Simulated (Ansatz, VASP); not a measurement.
# Al2Rh: VASP beside Ansatz

```
CELL_PARAMETERS angstrom
4.25225 0.00000 0.00000
0.00000 4.25225 0.00000
0.00000 0.00000 2.81692
ATOMIC_POSITIONS crystal
Al 0.00000 0.50000 0.00000
Al 0.50000 0.00000 0.00000
Rh 0.50000 0.50000 0.50000
```

Alike in both runs: functional PBE; k mesh 4 × 4 × 6; occupations gaussian, width 0.1 eV; no spin polarisation.

Ansatz relaxed the structure, and its values are those at the end. VASP's run is a single point on that final structure, the one shown.

|  | VASP | Ansatz |
| --- | --- | --- |
| version | VASP 6.6.1 | Ansatz 0.2.0 |
| potentials or method | VASP PAW PBE potentials, release 64 (Al, Rh_pv), cutoff 520 eV | scalar-relativistic, plane waves, PAW |
| valence electrons in the cell | 21 | 23 |

```csv
,VASP,Ansatz,Ansatz less VASP
gap on the k mesh at the Fermi level (eV),none,none,-
pressure (GPa),0.0,0.0,+0.01
```

A gap of «none» marks a metal or a gap that the smearing closes. VASP's potentials hold 21 valence electrons a cell and Ansatz's 23, so a difference there can come from the potentials and not from the codes.

The k mesh is coarse, so the values compare programs but aren't converged.
